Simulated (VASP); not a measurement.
# TiAl3 in VASP: single point with r2SCAN

Aim: the single point of TiAl3 with r2SCAN.

Program: VASP 6.6.1. These are calculated values, not measurements. Logs are shortened: lines on timing, memory, paths and dates and some standing lists are left out, and cuts for length are marked.

## Step 1: The cell of the first run

The cell holds an amorphous packing of atoms, 16 atoms: a = 6.823 Å, b = 5.475 Å, c = 7.319 Å, α = 112.89°, β = 85.90°, γ = 90.02°.

## Step 2: Single point, r2SCAN

POSCAR reads:

```
TiAl3
1.0
    6.8185677245     -0.0316333971      0.2411995163
    0.0655431523      5.3382437883     -1.2164827747
    0.2624786792     -1.2825877332      7.2009000827
Ti Al
4 12
Direct
    0.0938287524      0.4138167889      0.1466704442
    0.2193709687      0.2172258783      0.7388549390
    0.5983220890      0.6746272382      0.6604645807
    0.7146536444     -0.0440687164      0.2249074556
   -0.0485810170      0.3396261668      0.4925970089
    0.4437474028      0.5921318587     -0.0022712919
    0.2041039381      0.7135199361      0.7301963510
   -0.0462616714      0.8437754209      0.4921793488
    1.1087979109      0.9175973854      0.1553545699
    0.8693036564      1.0384382349      0.8875659396
    0.8707151413      0.5377568167      0.8885206184
    0.3592538310      0.7872094884      0.3932657555
    0.4422165382      0.0929648812     -0.0029838165
    0.6878664410      0.4631016211      0.2399951770
    0.3617832330      0.2914455860      0.3929067648
    0.6253678815      0.1675145790      0.6453798185
```

INCAR.step1 reads:

```
ALGO = Normal ; EDIFF = 1E-4
ENCUT = 520 ; GGA = PE
ISMEAR = 0 ; ISYM = 0
LASPH = T ; LCHARG = F
LREAL = Auto ; LWAVE = T
NBANDS = 56 ; NELM = 60
PREC = Accurate ; SIGMA = 0.1
```

INCAR.step2 reads:

```
ALGO = Normal ; EDIFF = 1E-7
ENCUT = 520 ; ISIF = 2
ISMEAR = 0 ; ISTART = 1
ISYM = 0 ; LASPH = T
LCHARG = F ; LMIXTAU = T
LREAL = Auto ; LWAVE = F
METAGGA = R2SCAN ; NBANDS = 56
NELM = 60 ; PREC = Accurate
SIGMA = 0.1
```

KPOINTS reads:

```
Automatic mesh
0
Gamma
  2 2 2
  0.5 0.5 0.5
```

Potentials or basis: VASP PAW PBE potentials, release 64 (Ti_sv, Al).

On the command line:

```
$ cat potpaw_PBE.64/Ti_sv/POTCAR potpaw_PBE.64/Al/POTCAR > POTCAR
$ cp INCAR.step1 INCAR
$ mpirun -np 1 vasp_std > vasp.out
$ cp INCAR.step2 INCAR
$ mpirun -np 1 vasp_std > vasp.out
```

OUTCAR:

```text
EDIFF = 1E-7
   ENCUT = 520
   ISIF = 2
   ISMEAR = 0
   ISTART = 1
   ISYM = 0
   LASPH = T
   LREAL = Auto
   METAGGA = R2SCAN
   NELM = 60
   PREC = Accurate

 ion  position               nearest neighbor table
   1  0.094  0.414  0.147-   9 2.74   9 2.74  10 2.75  11 2.79  14 2.79   8 2.81   2 2.82   5 2.82
                            13 2.84   6 2.88  12 2.88  15 2.91
   2  0.219  0.217  0.739-   7 2.74   6 2.74   7 2.74  13 2.79  16 2.79  12 2.81   1 2.82  15 2.82
                            11 2.84  10 2.88   8 2.88   5 2.91
   3  0.598  0.675  0.660-   7 2.69  16 2.74  16 2.75  13 2.77   6 2.81  10 2.83  15 2.84  14 2.85
                            11 2.87  12 2.87   5 2.92   8 2.95
   4  0.715  0.956  0.225-   9 2.69  14 2.74  14 2.75  11 2.77  10 2.81   6 2.83   5 2.85  16 2.85
                            13 2.87   8 2.87  15 2.92  12 2.95
   5  0.951  0.340  0.493-  11 2.68   8 2.71  16 2.75   8 2.76   9 2.79   7 2.80   1 2.82  15 2.83
                             4 2.85   2 2.91   3 2.92  14 2.93
   6  0.444  0.592  0.998-  12 2.69  13 2.73  13 2.74   2 2.74   9 2.79  14 2.80   3 2.81   4 2.83
                             1 2.88   7 2.90  16 2.91  11 2.95
   7  0.204  0.714  0.730-   3 2.69   2 2.74   2 2.74  10 2.78  12 2.79  15 2.79   5 2.80   8 2.80
                            11 2.82  13 2.84   9 2.89   6 2.90
   8  0.954  0.844  0.492-  10 2.68   5 2.71  16 2.74   5 2.76   9 2.79  12 2.80   7 2.80   1 2.81
                             4 2.87   2 2.88  14 2.92   3 2.95
   9  0.109  0.918  0.155-   4 2.69   1 2.74   1 2.74   6 2.79   8 2.79   5 2.79  15 2.80  12 2.80
                            13 2.82  11 2.84   7 2.89  10 2.90
  10  0.869  0.038  0.888-   8 2.68  11 2.73  11 2.74   1 2.75   7 2.78  16 2.79   4 2.81   3 2.83
                             2 2.88   9 2.90  14 2.91  13 2.95
  11  0.871  0.538  0.889-   5 2.68  10 2.73  10 2.74   4 2.77  16 2.77   1 2.79   7 2.82   9 2.84
                             2 2.84   3 2.87   6 2.95  14 2.95
  12  0.359  0.787  0.393-   6 2.69  15 2.71  14 2.74  15 2.76   7 2.79   8 2.80   9 2.80   2 2.81
                             3 2.87   1 2.88  16 2.92   4 2.95
  13  0.442  0.093  0.997-  15 2.68   6 2.73   6 2.74   3 2.77  14 2.77   2 2.79   9 2.82   7 2.84
                             1 2.84   4 2.87  10 2.95  16 2.95
  14  0.688  0.463  0.240-   4 2.74  12 2.74  15 2.75   4 2.75  13 2.77   1 2.79   6 2.80   3 2.85
                            10 2.91   8 2.92   5 2.93  11 2.95
  15  0.362  0.291  0.393-  13 2.68  12 2.71  14 2.75  12 2.76   7 2.79   9 2.80   2 2.82   5 2.83
                             3 2.84   1 2.91   4 2.92  16 2.93
  16  0.625  0.168  0.645-   3 2.74   8 2.74   5 2.75   3 2.75  11 2.77   2 2.79  10 2.79   4 2.85
                             6 2.91  12 2.92  15 2.93  13 2.95

IMPORTANT INFORMATION: All symmetrisations will be switched off!
NOSYMM: (Re-)initialisation of all symmetry stuff for point group C_1.

----------------------------------------------------------------------------------------

                                     Primitive cell

  volume of cell :     251.1350

  direct lattice vectors                    reciprocal lattice vectors
     6.818567725 -0.031633397  0.241199516     0.146852954 -0.003150778 -0.005914110
     0.065543152  5.338243788 -1.216482775    -0.000324808  0.195259594  0.034790486
     0.262478679 -1.282587733  7.200900083    -0.004973821  0.033091682  0.144946951

  length of vectors
     6.822905810  5.475488379  7.318940384     0.147005762  0.198335051  0.148759594

  position of ions in fractional coordinates (direct lattice)
     0.093828752  0.413816789  0.146670444
     0.219370969  0.217225878  0.738854939
     0.598322089  0.674627238  0.660464581
     0.714653644  0.955931284  0.224907456
     0.951418983  0.339626167  0.492597009
     0.443747403  0.592131859  0.997728708
[... 8 lines left out ...]
     0.361783233  0.291445586  0.392906765
     0.625367881  0.167514579  0.645379818

  ion indices of the primitive-cell ions
   primitive index   ion index
                 1           1
                 2           2
                 3           3
                 4           4
                 5           5
                 6           6
[... 8 lines left out ...]
                15          15
                16          16

----------------------------------------------------------------------------------------

 KPOINTS: Automatic mesh

Automatic generation of k-mesh.
 Grid dimensions read from file:
 generate k-points for:    2    2    2

 Generating k-lattice:

  Cartesian coordinates                     Fractional coordinates (reciprocal lattice)
     0.073426477 -0.001575389 -0.002957055     0.500000000 -0.000000000  0.000000000
    -0.000162404  0.097629797  0.017395243     0.000000000  0.500000000  0.000000000
    -0.002486910  0.016545841  0.072473475     0.000000000  0.000000000  0.500000000

  Length of vectors
     0.073502881  0.099167526  0.074379797

  Shift w.r.t. Gamma in fractional coordinates (k-lattice)
     0.500000000  0.500000000  0.500000000

 Subroutine IBZKPT returns following result:
 ===========================================

 Found      4 irreducible k-points:

 Following reciprocal coordinates:
            Coordinates               Weight
  0.250000  0.250000  0.250000      2.000000
 -0.250000  0.250000  0.250000      2.000000
  0.250000 -0.250000  0.250000      2.000000
 -0.250000 -0.250000  0.250000      2.000000
   k-points           NKPTS =      4   k-points in BZ     NKDIM =      4   number of bands    NBANDS=     56
   number of dos      NEDOS =    301   number of ions     NIONS =     16
   total plane-waves  NPLWV = 122472
   dimension x,y,z NGX =    54 NGY =   42 NGZ =   54
   dimension x,y,z NGXF=   108 NGYF=   84 NGZF=  108
   ions per type =               4  12
   NGX,Y,Z   is equivalent  to a cutoff of  13.16, 12.75, 12.27 a.u.
   NGXF,Y,Z  is equivalent  to a cutoff of  26.32, 25.50, 24.53 a.u.
 SYSTEM =  unknown system
   PREC   = accura    normal or accurate (medium, high low for compatibility)
   ISTART =      1    job   : 0-new  1-cont  2-samecut
   ICHARG =      0    charge: 1-file 2-atom 10-const
   ISPIN  =      1    spin polarized calculation?
   LNONCOLLINEAR =      F non collinear calculations
   LSORBIT =      F    spin-orbit coupling
   LASPH  =      T    aspherical Exc in radial PAW
   ENCUT  =  520.0 eV  38.22 Ry    6.18 a.u.  12.69 10.18 13.61*2*pi/ulx,y,z
   NELM   =     60;   NELMIN=  2; NELMDL=  0     # of ELM steps
   EDIFF  = 0.1E-06   stopping-criterion for ELM
   LREAL  =      T    real-space projection
   EDIFFG = 0.1E-05   stopping-criterion for IOM
   NSW    =      0    number of steps for IOM
   IBRION =     -1    ionic relax: 0-MD 1-quasi-New 2-CG
   NFREE  =      0    steps in history (QN), initial steepest desc. (CG)
   ISIF   =      2    stress and relaxation
   ISYM   =      0    0-nonsym 1-usesym 2-fastsym
   POTIM  = 0.5000    time-step for ionic-motion
   TEBEG  =    0.0;   TEEND  =   0.0 temperature during run
   PSTRESS=    0.0 pullay stress
   NELECT =      84.0000    total number of electrons
   NUPDOWN=      -1.0000    fix difference up-down
   EMIN   =  10.00;   EMAX   =-10.00  energy-range for DOS
   EFERMI =   0.00;   METHOD = LEGACY
   ISMEAR =     0;   SIGMA  =   0.10  broadening in eV -4-tet -1-fermi 0-gaus
   EFERMI_NEDOS =   21; number of points for ismear=-14 and -15
   IALGO  =     38    algorithm
   IMIX   =      4    mixing-type and parameters
     AMIX     =   0.40;   BMIX     =  1.00
     AMIX_MAG =   1.60;   BMIX_MAG =  1.00
  volume/ion in A,a.u.               =      15.70       105.92
  Fermi-wavevector in a.u.,A,eV,Ry     =   1.136403  2.147489 17.570709  1.291411
  Thomas-Fermi vector in A             =   2.273108
   LORBIT       =      0    0 simple, 1 ext, 2 COOP (PROOUT), +10 PAW based schemes
   METAGGA = R2SCAN    functional components
   LHFCALC =     F    Hartree Fock is set to
   AEXX    =    0.0000 exact exchange contribution
   IVDW    =     0    specifies the selected vdW correction
   LEPSILON=     F    determine dielectric tensor
   LRPA    =     F    only Hartree local field effects (RPA)
 non-spin polarized calculation
 Gauss-broadening in eV      SIGMA  =   0.10
  energy-cutoff  :      520.00
  volume of cell :      251.13
 maximum number of plane-waves:      6774
 NGX is ok and might be reduce to    50
   NGX = 25   NGY = 21   NGZ = 27

 number of electron      83.9999999 magnetization

 Free energy of the ion-electron system (eV)
  ---------------------------------------------------
  ext. energy  EPLUGINS =         0.00000000
  ---------------------------------------------------
  free energy    TOTEN  =      -138.45034333 eV

  energy without entropy =     -138.42252169  energy(sigma->0) =     -138.43643251

 E-fermi :   8.6644     XC(G=0): -11.5392

 val. band max:        8.6450717547   @ k =  -0.2500   0.2500   0.2500
 cond. band min:       8.6838532384   @ k =   0.2500  -0.2500   0.2500
 fundamental gap:      0.0387814837
 Fermi energy:         8.6643823775

 k-point     1 :       0.2500    0.2500    0.2500
  band No.  band energies     occupation
      1     -50.5352      2.00000
      2     -50.5348      2.00000
      3     -50.3967      2.00000
      4     -50.3655      2.00000
      5     -25.8401      2.00000
      6     -25.8353      2.00000
[... 46 lines left out ...]
     53      10.7086      0.00000
     54      10.8570      0.00000

 k-point     2 :      -0.2500    0.2500    0.2500
  band No.  band energies     occupation
      1     -50.5352      2.00000
      2     -50.5348      2.00000
      3     -50.3967      2.00000
      4     -50.3656      2.00000
      5     -25.8402      2.00000
      6     -25.8352      2.00000
[... 46 lines left out ...]
     53      10.8589      0.00000
     54      11.0681      0.00000

 k-point     3 :       0.2500   -0.2500    0.2500
  band No.  band energies     occupation
      1     -50.5354      2.00000
      2     -50.5346      2.00000
      3     -50.3967      2.00000
      4     -50.3655      2.00000
      5     -25.8396      2.00000
      6     -25.8357      2.00000
[... 46 lines left out ...]
     53      10.6905      0.00000
     54      11.1387      0.00000

 k-point     4 :      -0.2500   -0.2500    0.2500
  band No.  band energies     occupation
      1     -50.5354      2.00000
      2     -50.5346      2.00000
      3     -50.3967      2.00000
      4     -50.3655      2.00000
      5     -25.8397      2.00000
      6     -25.8356      2.00000
[... 46 lines left out ...]
     53      10.9431      0.00000
     54      11.0329      0.00000
 [bands above 54 left out]

------------------------ aborting loop because EDIFF is reached ----------------------------------------

  FORCE on cell =-STRESS in cart. coord.  units (eV):
  Direction    XX          YY          ZZ          XY          YZ          ZX
  --------------------------------------------------------------------------------------
  -------------------------------------------------------------------------------------
  Total       -0.0312432     -0.1633301     -0.2409705      0.0252844      0.0399525      0.0158771
  in kB       -0.1993237     -1.0420045     -1.5373306      0.1613081      0.2548869      0.1012917
  external PRESSURE =      -0.9262196 kB  Pullay stress =       0.0000000 kB

 VOLUME and BASIS-vectors are now :
 -----------------------------------------------------------------------------
  energy-cutoff  :      520.00
  volume of cell :      251.13
      direct lattice vectors                 reciprocal lattice vectors
     6.818567725 -0.031633397  0.241199516     0.146852954 -0.003150778 -0.005914110
     0.065543152  5.338243788 -1.216482775    -0.000324808  0.195259594  0.034790486
     0.262478679 -1.282587733  7.200900083    -0.004973821  0.033091682  0.144946951

 POSITION                                       TOTAL-FORCE (eV/Angst)
 -----------------------------------------------------------------------------------
      0.70540      2.01797      0.57539         0.001667     -0.004221     -0.001500
      1.70397      0.20502      5.10908        -0.000398      0.001533     -0.006449
      4.29727      2.73529      4.07958        -0.020333      0.000169      0.000884
      4.99460      4.79192      0.62904         0.011848      0.008542      0.010290
      6.63887      1.15111      3.36347         0.006654     -0.004053      0.004329
      3.32641      1.86723      6.57126         0.010167      0.003838      0.017198
[... 8 lines left out ...]
      2.58908      1.04043      2.56201        -0.013317     -0.007682     -0.002751
      4.44449      0.04669      4.59438         0.006855     -0.001501     -0.002485
 -----------------------------------------------------------------------------------
    total drift:                               -0.000073      0.000355      0.012097

  FREE ENERGIE OF THE ION-ELECTRON SYSTEM (eV)
  ---------------------------------------------------
  free  energy   TOTEN  =      -138.4503433302 eV

  energy  without entropy=     -138.4225216934  energy(sigma->0) =     -138.43643251
```

Wall time 3.1 min (1 thread of Intel Xeon 6975P-C (Granite Rapids), shared host); peak memory 0.35 GiB.

What came out:

* Free energy: -138.4503 eV
* Pressure: -0.1 GPa
* Largest force: 0.020 eV/Å
* Band gap on the k mesh: zero (band 42 reaches 8.68 eV, above the bottom of band 43 at 8.65 eV)

Forces in eV/Å, atoms in the order of the input:
```
Ti   0.002 -0.004 -0.002
Ti   0.000  0.002 -0.006
Ti  -0.020  0.000  0.001
Ti   0.012  0.009  0.010
Al   0.007 -0.004  0.004
Al   0.010  0.004  0.017
Al  -0.006 -0.005  0.001
Al   0.014 -0.004 -0.003
Al   0.013 -0.001 -0.001
Al  -0.012  0.006 -0.011
Al   0.004  0.004 -0.012
Al  -0.006  0.002 -0.002
Al   0.003 -0.001  0.006
Al  -0.013  0.003  0.002
Al  -0.013 -0.008 -0.003
Al   0.007 -0.002 -0.002
```

Stress tensor (GPa, compression positive):
```
-0.02  0.02  0.01
 0.02 -0.10  0.03
 0.01  0.03 -0.15
```

Caveat: the k points lie up to 0.62 Å⁻¹ apart; the PAW data sets were made with another functional, which shifts forces and pressure a little.
